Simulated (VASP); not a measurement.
Set up this calculation in VASP 6.6.1, as the native input.

| Quantity | Value |
| --- | --- |
| Task | single point |
| Functional | PBE |
| Potentials or basis | VASP PAW PBE potentials, release 64 (Al) |
| Cutoff | 520 eV |
| k mesh | 26 × 26 × 26 |
| Occupations | gaussian, width 0.15 eV |
| Spin | no spin polarisation |
| Dipole correction | no |
| Further INCAR settings | ALGO = Fast; EDIFF = 1e-06; NBANDS = 8 |

The structure of Al lies in POSCAR:

```
Al
1.0
   -1.7024295083      1.5325909351      1.6175102217
    1.7024295083     -1.5325909351      1.6175102217
    1.7024295083      1.5325909351     -1.6175102217
Al
1
Direct
    0.0000000000      0.0000000000      0.0000000000
```

This cell differs from its parent crystal: strain +0.0525 x Voigt [1, -1, 0, 0, 0, 0].

The input as run:

INCAR

```
ALGO = Fast
EDIFF = 1E-6
ENCUT = 520
GGA = PE
ISIF = 2
ISMEAR = 0
LASPH = True
LCHARG = False
LREAL = False
LWAVE = False
NBANDS = 8
NELM = 80
PREC = Accurate
SIGMA = 0.15
```

KPOINTS

```
k-points
0
Gamma
  26 26 26
```

Potentials or basis: VASP PAW PBE potentials, release 64 (Al).

Command:

```sh
$ cat potpaw_PBE.64/Al/POTCAR > POTCAR
$ mpirun -np 1 vasp_std > vasp.out
```

It gave:

The pressure is 0.0 GPa. The band gap on the k mesh is zero (an odd number of electrons rules out a gap without spin polarisation).

Caveat: the cell differs from its parent crystal (strain +0.0525 x Voigt [1, -1, 0, 0, 0, 0]).

Run time: 12 min on 1 thread of AMD EPYC 7R43 64-Core Processor (Zen 3) (shared host), peak memory 0.34 GiB.
